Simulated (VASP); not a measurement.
# Ni (Fm-3m) in VASP: notebook

Runs on Ni. Level: r2SCAN. Tasks: single point, relaxation of cell and atoms.

All numbers are computed with VASP 6.6.1; they aren't measurements. Logs are shortened: lines on timing, memory, paths and dates and some standing lists are left out, and cuts for length are marked.

## (1) The cell of the first run

It takes space group Fm-3m (No. 225, cubic). The conventional cell has a = 3.480 Å, b = 3.480 Å, c = 3.480 Å, α = 90.00°, β = 90.00°, γ = 90.00°. Within 3.2 Å of Ni (site symmetry m-3m) lie 12 Ni at 2.46 Å.

## (2) Single point, r2SCAN, collinear spin, ferromagnetic start

Contents of POSCAR:

```
Ni
1.0
    0.0000000000      1.7399012511      1.7399012511
    1.7399012511      0.0000000000      1.7399012511
    1.7399012511      1.7399012511      0.0000000000
Ni
1
Direct
    0.0000000000      0.0000000000      0.0000000000
```

Contents of INCAR.step1:

```
PREC = Accurate ; ENCUT = 520
ISMEAR = 0 ; SIGMA = 0.05
LREAL = False ; LASPH = True
NELM = 150 ; ISPIN = 2
MAGMOM = 0.7 ; LMAXMIX = 4
NBANDS = 15 ; GGA = PE
ALGO = Normal ; EDIFF = 1E-4
LWAVE = True ; LCHARG = False
```

Contents of INCAR.step2:

```
PREC = Accurate ; ENCUT = 520
EDIFF = 1E-6 ; ISMEAR = 0
SIGMA = 0.05 ; LREAL = False
LASPH = True ; NELM = 150
ALGO = Normal ; ISIF = 2
LWAVE = False ; LCHARG = False
ISPIN = 2 ; MAGMOM = 0.7
LORBIT = 11 ; LMAXMIX = 4
METAGGA = R2SCAN ; LMIXTAU = True
NBANDS = 15 ; ISTART = 1
```

Contents of KPOINTS:

```
Automatic mesh
0
Gamma
  16 16 16
```

Potentials or basis: VASP PAW PBE potentials, release 64 (Ni).

On the command line:

```bash
$ cat potpaw_PBE.64/Ni/POTCAR > POTCAR
$ cp INCAR.step1 INCAR
$ mpirun -np 1 vasp_std > vasp.out
$ cp INCAR.step2 INCAR
$ mpirun -np 1 vasp_std > vasp.out
```

OUTCAR:

```text
PREC = Accurate
   ENCUT = 520
   EDIFF = 1E-6
   ISMEAR = 0
   LREAL = False
   LASPH = True
   NELM = 150
   ISIF = 2
   ISPIN = 2
   LORBIT = 11
   METAGGA = R2SCAN
   ISTART = 1

 ion  position               nearest neighbor table
   1  0.000  0.000  0.000-

  LATTYP: Found a face centered cubic cell.
 ALAT       =     3.4798025022

  Lattice vectors:

 A1 = (   0.0000000000,   1.7399012511,   1.7399012511)
 A2 = (   1.7399012511,   0.0000000000,   1.7399012511)
 A3 = (   1.7399012511,   1.7399012511,   0.0000000000)

Analysis of symmetry for initial positions (statically):
=====================================================================
 Subroutine PRICEL returns:
 Original cell was already a primitive cell.

 Routine SETGRP: Setting up the symmetry group for a
 face centered cubic supercell.

 Subroutine GETGRP returns: Found 48 space group operations
 (whereof 48 operations were pure point group operations)
 out of a pool of 48 trial point group operations.

The static configuration has the point symmetry O_h .

Analysis of symmetry for dynamics (positions and initial velocities):
=====================================================================
 Subroutine PRICEL returns:
 Original cell was already a primitive cell.

 Routine SETGRP: Setting up the symmetry group for a
 face centered cubic supercell.

 Subroutine GETGRP returns: Found 48 space group operations
 (whereof 48 operations were pure point group operations)
 out of a pool of 48 trial point group operations.

The dynamic configuration has the point symmetry O_h .

Analysis of structural, dynamic, and magnetic symmetry:
=====================================================================
 Subroutine PRICEL returns:
 Original cell was already a primitive cell.

 Routine SETGRP: Setting up the symmetry group for a
 face centered cubic supercell.

 Subroutine GETGRP returns: Found 48 space group operations
 (whereof 48 operations were pure point group operations)
 out of a pool of 48 trial point group operations.

The overall configuration has the point symmetry O_h .

 Subroutine INISYM returns: Found 48 space group operations
 (whereof 48 operations are pure point group operations),
 and found     1 'primitive' translations

----------------------------------------------------------------------------------------

                                     Primitive cell

  volume of cell :      10.5343

  direct lattice vectors                    reciprocal lattice vectors
     0.000000000  1.739901251  1.739901251    -0.287372631  0.287372631  0.287372631
     1.739901251  0.000000000  1.739901251     0.287372631 -0.287372631  0.287372631
     1.739901251  1.739901251  0.000000000     0.287372631  0.287372631 -0.287372631

  length of vectors
     2.460591946  2.460591946  2.460591946     0.497743997  0.497743997  0.497743997

[... 122 lines left out ...]
  free energy    TOTEN  =       -11.94428477 eV

  energy without entropy =      -11.94289875  energy(sigma->0) =      -11.94359176

 E-fermi :   9.7995     XC(G=0): -14.6093

 val. band max:        9.7946804178   @ k =   0.3750   0.1875   0.0000
 cond. band min:       9.8008091457   @ k =   0.3750   0.2500   0.0000
 fundamental gap:      0.0061287279
 Fermi energy:         9.7994802418

 spin component 1

 k-point     1 :       0.0000    0.0000    0.0000
  band No.  band energies     occupation
      1       0.1422      1.00000
      2       6.7359      1.00000
      3       6.7360      1.00000
      4       6.7360      1.00000
      5       8.0816      1.00000
      6       8.0816      1.00000
      7      34.6101      0.00000
      8      39.0134      0.00000
      9      39.0134      0.00000
     10      39.0138      0.00000
     11      41.7413      0.00000
     12      41.7413      0.00000
     13      41.7414      0.00000
     14      45.1129      0.00000
[... 403 lines left out ...]
      4       6.8445      1.00000
      5       7.9937      1.00000
      6       8.0962      1.00000
      7      33.1875      0.00000
      8      35.1346      0.00000
      9      37.5921      0.00000
     10      39.6001      0.00000
     11      41.9227      0.00000
     12      42.1342      0.00000
     13      45.2534      0.00000
     14      47.8042      0.00000
     15      48.1964      0.00000

 [... further k-points ...]

 spin component 2

 k-point     1 :       0.0000    0.0000    0.0000
  band No.  band energies     occupation
      1      -0.1139      1.00000
      2       8.1005      1.00000
      3       8.1005      1.00000
      4       8.1006      1.00000
      5       8.8634      1.00000
      6       8.8634      1.00000
      7      34.3462      0.00000
      8      39.1297      0.00000
      9      39.1299      0.00000
     10      39.1299      0.00000
     11      42.0522      0.00000
     12      42.0522      0.00000
     13      42.0522      0.00000
     14      45.2005      0.00000
[... 403 lines left out ...]
      4       8.2030      1.00000
      5       8.7677      1.00000
      6       8.8895      1.00000
      7      33.1075      0.00000
      8      35.2954      0.00000
      9      37.6642      0.00000
     10      39.7142      0.00000
     11      42.2299      0.00000
     12      42.3251      0.00000
     13      45.4583      0.00000
     14      48.2827      0.00000
     15      48.3961      0.00000

 [... further k-points ...]

------------------------ aborting loop because EDIFF is reached ----------------------------------------

  FORCE on cell =-STRESS in cart. coord.  units (eV):
  Direction    XX          YY          ZZ          XY          YZ          ZX
  --------------------------------------------------------------------------------------
  -------------------------------------------------------------------------------------
  Total        0.0164438      0.0164438      0.0164438      0.0000000      0.0000000      0.0000000
  in kB        2.5009793      2.5009793      2.5009793      0.0000000      0.0000000      0.0000000
  external PRESSURE =       2.5009793 kB  Pullay stress =       0.0000000 kB

 VOLUME and BASIS-vectors are now :
 -----------------------------------------------------------------------------
  energy-cutoff  :      520.00
  volume of cell :       10.53
      direct lattice vectors                 reciprocal lattice vectors
     0.000000000  1.739901251  1.739901251    -0.287372631  0.287372631  0.287372631
     1.739901251  0.000000000  1.739901251     0.287372631 -0.287372631  0.287372631
     1.739901251  1.739901251  0.000000000     0.287372631  0.287372631 -0.287372631

 POSITION                                       TOTAL-FORCE (eV/Angst)
 -----------------------------------------------------------------------------------
      0.00000      0.00000      0.00000         0.000000      0.000000      0.000000
 -----------------------------------------------------------------------------------
    total drift:                               -0.000000     -0.000000      0.000000

  FREE ENERGIE OF THE ION-ELECTRON SYSTEM (eV)
  ---------------------------------------------------
  free  energy   TOTEN  =       -11.9442847731 eV

  energy  without entropy=      -11.9428987514  energy(sigma->0) =      -11.94359176

 total charge

# of ion       s       p       d       tot
------------------------------------------
    1        0.529   0.549   8.326   9.404

 magnetization (x)

# of ion       s       p       d       tot
------------------------------------------
    1       -0.009  -0.044   0.819   0.766
```

OUTCAR.step1:

```text
PREC = Accurate
   ENCUT = 520
   ISMEAR = 0
   LREAL = False
   LASPH = True
   NELM = 150
[... 1099 lines left out ...]

 POSITION                                       TOTAL-FORCE (eV/Angst)
 -----------------------------------------------------------------------------------
      0.00000      0.00000      0.00000        -0.000000     -0.000000      0.000000
 -----------------------------------------------------------------------------------
    total drift:                                0.000000     -0.000000      0.000000

  FREE ENERGIE OF THE ION-ELECTRON SYSTEM (eV)
  ---------------------------------------------------
  free  energy   TOTEN  =        -5.4649047188 eV

  energy  without entropy=       -5.4628179998  energy(sigma->0) =       -5.46386136
```

It took 9 min on 1 thread of AMD EPYC 7R13, shared host; peak memory 0.12 GiB.

What came out:

```yaml
Free_energy: -11.9443 eV
Pressure: 0.3 GPa
Net_moment: 0.75 μB per cell
Site_moments: Ni +0.77 μB
Valence_electrons_inside_the_program's_atomic_spheres: Ni 9.40
```

Caveat: the PAW data sets were made with another functional, which shifts forces and pressure a little.

(Continued in part 2 of 2.)
